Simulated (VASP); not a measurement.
Crystal: Cd4S.

```xyz
5
Lattice="5.7260 0.0000 0.0000 -2.8630 4.9589 0.0000 0.0000 0.0000 4.9874" Properties=species:S:1:pos:R:3 pbc="T T T"
Cd    2.8630    0.0000    0.0000
Cd   -1.4315    2.4794    0.0000
Cd    1.4315    2.4794    0.0000
Cd    0.0000    0.0000    0.0000
S     0.0000    0.0000    2.4937
```

The cell was generated, and may not be a known phase.

| Quantity | Value |
| --- | --- |
| Program | VASP 6.6.1 |
| Task | relaxation of cell and atoms |
| Functional | PBE |
| Potentials or basis | VASP PAW PBE potentials, release 64 (Cd_sv_GW, S) |
| Cutoff | 630 eV |
| k mesh | 6 × 6 × 4 |
| Occupations | gaussian, width 0.1 eV |
| Spin | no spin polarisation |

At the start: pressure 3.8 GPa; volume 28.32 Å³/atom.

How do energy, volume and symmetry change on relaxing?

Over 6 steps the energy falls by 29.1 meV/atom and the volume is 30.87 Å³/atom (+9.0 %); space group P6/mmm (No. 191, to 0.1 Å) before and after.

Step by step:
| step | energy change (eV) | largest force (eV/Å) | pressure (GPa) | volume (Å³) |
| --- | --- | --- | --- | --- |
| 1 | 0.0000 | 0.0000 | 3.85 | 141.62 |
| 2 | -0.1421 | 0.0000 | -0.42 | 156.01 |
| 3 | -0.1440 | 0.0000 | -0.02 | 154.30 |
| 4 | -0.1440 | 0.0000 | -0.09 | 154.56 |
| 5 | -0.1453 | 0.0000 | -0.05 | 154.44 |
| 6 | -0.1456 | 0.0000 | -0.02 | 154.36 |

Final structure:
```xyz
5
Lattice="5.9315 0.0000 0.0000 -2.9657 5.1368 0.0000 0.0000 0.0000 5.0661" Properties=species:S:1:pos:R:3 pbc="T T T"
Cd    2.9657    0.0000    0.0000
Cd   -1.4829    2.5684    0.0000
Cd    1.4829    2.5684    0.0000
Cd    0.0000    0.0000    0.0000
S     0.0000    0.0000    2.5331
```
